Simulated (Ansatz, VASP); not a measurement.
## InSb2As3: VASP beside Ansatz

```
In Sb As
1.0
     0.00000    6.02905    6.02905
     6.02905    0.00000    6.02905
     6.02905    6.02905    0.00000
In Sb As
2 4 6
Direct
  0.50000 0.50000 0.50000
  0.75000 0.75000 0.75000
  0.12500 0.12500 0.12500
  0.12500 0.12500 0.62500
  0.12500 0.62500 0.12500
  0.62500 0.12500 0.12500
  0.62500 0.62500 0.62500
  0.62500 0.62500 0.12500
  0.62500 0.12500 0.62500
  0.12500 0.62500 0.62500
  0.25000 0.25000 0.25000
  0.00000 0.00000 0.00000
```

Alike in both runs: functional PBE; k mesh 6 × 6 × 6; occupations gaussian, width 0.1 eV; no spin polarisation.

Ansatz relaxed the structure, and its values are those at the end. VASP's run is a single point on that final structure, the one shown.

```csv
,VASP,Ansatz
version,VASP 6.6.1,Ansatz 0.2.0
potentials or method,"VASP PAW PBE potentials, release 64 (In_d, Sb, As), cutoff 520 eV","scalar-relativistic, plane waves, PAW"
valence electrons in the cell,76,176
```

|  | VASP | Ansatz | Ansatz less VASP |
| --- | --- | --- | --- |
| gap on the k mesh at the Fermi level (eV) | none | none | - |
| pressure (GPa) | 0.0 | 0.0 | -0.05 |

A gap of «none» marks a metal or a gap that the smearing closes. VASP's potentials hold 76 valence electrons a cell and Ansatz's 176, so a difference there can come from the potentials and not from the codes.

Neither program's run includes spin-orbit coupling.
